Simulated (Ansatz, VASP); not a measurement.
# PbI2 in VASP and in Ansatz

The input POSCAR:

```
PbI2
1.0
    4.5657260562      0.0000000000      0.0000000000
   -2.2828630281      3.9540347514      0.0000000000
    0.0000000000      0.0000000000      7.0410821251
Pb I
1 2
Direct
    0.0000000000      0.0000000000      0.0000000000
    0.3333333333      0.6666666667      0.2667794127
    0.6666666667      0.3333333333      0.7332205873
```

INCAR.step1

```
PREC = Accurate ; ENCUT = 550
ISMEAR = 0 ; SIGMA = 0.01
LREAL = F ; LASPH = T
NELM = 120 ; NBANDS = 21
GGA = PE ; ALGO = Normal
EDIFF = 1E-5 ; LWAVE = T
LCHARG = F ; GGA_COMPAT = F
```

Contents of INCAR.step2:

```
PREC = Accurate ; ENCUT = 550
EDIFF = 1E-6 ; ISMEAR = 0
SIGMA = 0.01 ; LREAL = F
LASPH = T ; NELM = 120
ALGO = Normal ; ISIF = 2
LWAVE = F ; LCHARG = T
METAGGA = R2SCAN ; LMIXTAU = T
LELF = T ; LVHAR = T
NBANDS = 21 ; ISTART = 1
GGA_COMPAT = F
```

File KPOINTS:

```
Automatic mesh
0
Gamma
  6 6 4
```

Input for Ansatz:

```yaml
crystal:
  lattice:
    - [4.5657260562, 0.0, 0.0]
    - [-2.2828630281, 3.9540347514, 0.0]
    - [0.0, 0.0, 7.0410821251]
  atoms:
    - { symbol: Pb, position: [0.0, 0.0, 0.0] }
    - { symbol: I, position: [0.3333333333, 0.6666666667, 0.2667794127] }
    - { symbol: I, position: [0.6666666667, 0.3333333333, 0.7332205873] }
kpoints:
  mp_grid: { grid: [6, 6, 4] }
  band_path:
    path:
      - [0.0, 0.0, 0.0]
      - [0.5, 0.0, 0.0]
      - [0.3333333333, 0.3333333333, 0.0]
      - [0.0, 0.0, 0.5]
      - [0.5, 0.0, 0.5]
      - [0.3333333333, 0.3333333333, 0.5]
    npoints: 1
hamiltonian:
  xc: r2scan
scf:
  occupations: { method: fixed }
  n_extra_bands: 4
output:
  forces: true
  stress: true
  eigenvalues: true
```

Alike in both runs: task single point; functional r2SCAN; k mesh 6 × 6 × 4; no spin polarisation.

```csv
,VASP,Ansatz
version,VASP 6.6.1,Ansatz 0.2.0
potentials or method,"VASP PAW PBE potentials, release 64 (Pb_d, I)","plane waves, PAW"
plane-wave cutoff (eV),550,500
occupations,"gaussian, width 0.01 eV",fixed
valence electrons in the cell,28,48
```

Ansatz gave:

```
gap on the k mesh at the Fermi level (eV) : 2.62
pressure (GPa)                            : 0.7
rms of the force components (eV/Å)        : 0.004
```

**Question.** Estimate VASP's values.

**Answer.** gap on the k mesh at the Fermi level (eV): 2.62; pressure (GPa): 0.7; rms of the force components (eV/Å): 0.002.

VASP's potentials were made for PBE, not for r2SCAN. Atom by atom the forces differ by 0.002 eV/Å (rms over components). VASP's potentials hold 28 valence electrons a cell and Ansatz's 48, so a difference there can come from the potentials and not from the codes.

Neither program's run includes spin-orbit coupling.
